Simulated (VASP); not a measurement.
Write the native input for VASP 6.6.1 that does the following.

```yaml
Task: single point
Functional: PBE
Potentials_or_basis: VASP PAW PBE potentials, release 64 (Rb_sv, Sn_d)
Cutoff: 520 eV
k_mesh: 10 × 10 × 10
Occupations: gaussian, width 0.1 eV
Spin: no spin polarisation
Dipole_correction: no
Further_INCAR_settings: ALGO = Fast; EDIFF = 1e-06; NBANDS = 28
```

The structure of Rb3Sn lies in POSCAR:

```
Rb3Sn
1.0
    0.0000000000      4.6585840000      4.6585840000
    4.6585840000      0.0000000000      4.6585840000
    4.6585840000      4.6585840000      0.0000000000
Rb Sn
3 1
Direct
    0.2500000000      0.2500000000      0.2500000000
    0.7500000000      0.7500000000      0.7500000000
    0.5000000000      0.5000000000      0.5000000000
    0.0000000000      0.0000000000      0.0000000000
```

The input as run:

INCAR

```
PREC = Accurate
ENCUT = 520
EDIFF = 1E-6
ISMEAR = 0
SIGMA = 0.1
LREAL = F
LASPH = T
NELM = 80
ALGO = Fast
ISIF = 2
LWAVE = F
LCHARG = F
GGA = PE
NBANDS = 28
```

KPOINTS

```
Automatic mesh
0
Gamma
  10 10 10
```

Potentials or basis: VASP PAW PBE potentials, release 64 (Rb_sv, Sn_d).

The run is started by

```sh
$ cat potpaw_PBE.64/Rb_sv/POTCAR potpaw_PBE.64/Sn_d/POTCAR > POTCAR
$ mpirun -np 1 vasp_std > vasp.out
```

It gave:

```json
{
  "Pressure": "0.0 GPa",
  "Band gap on the k mesh": "zero (an odd number of electrons rules out a gap without spin polarisation)"
}
```

Caveat: spin-orbit coupling is left out, which moves the levels of the heavy elements.

Wall time 8.5 min on 1 thread of Intel(R) Xeon(R) Platinum 8259CL CPU @ 2.50GHz (Skylake/Cascade Lake), with other jobs on the host, peak memory 0.49 GiB.
